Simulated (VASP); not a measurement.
A run of VASP 6.6.1:

File INCAR:

```
SYSTEM = Zr3CdC
PREC = Accurate ; ENCUT = 520
EDIFF = 1E-7 ; ISMEAR = 0
SIGMA = 0.1 ; LREAL = .FALSE.
LASPH = .TRUE. ; NELM = 100
ALGO = Normal ; ISIF = 2
LWAVE = .FALSE. ; LCHARG = .FALSE.
GGA = PE ; NBANDS = 34
```

The input KPOINTS:

```
regular mesh
0
G
  8 8 8
  0 0 0
```

Contents of POSCAR:

```
Zr3CdC
1.0
    4.4306071967      0.0000000000      0.0000000000
    0.0000000000      4.4306071967      0.0000000000
    0.0000000000      0.0000000000      4.4306071967
Zr Cd C
3 1 1
Direct
    0.0000000000      0.5000000000      0.5000000000
    0.5000000000      0.0000000000      0.5000000000
    0.5000000000      0.5000000000      0.0000000000
    0.0000000000      0.0000000000      0.0000000000
    0.5000000000      0.5000000000      0.5000000000
```

Potentials or basis: VASP PAW PBE potentials, release 64 (Zr_sv, Cd, C).

Launch:

```bash
$ cat potpaw_PBE.64/Zr_sv/POTCAR potpaw_PBE.64/Cd/POTCAR potpaw_PBE.64/C/POTCAR > POTCAR
$ mpirun -np 1 vasp_std > vasp.out
```

Hardware: 1 thread of Intel(R) Xeon(R) 6975P-C (Granite Rapids) (shared host).

Q: How long does it take, and how much memory?

A: It took 45 s on 1 thread of Intel(R) Xeon(R) 6975P-C (Granite Rapids), on a shared host, peak memory 0.25 GiB. Counts: scf iterations 16, k points 35.
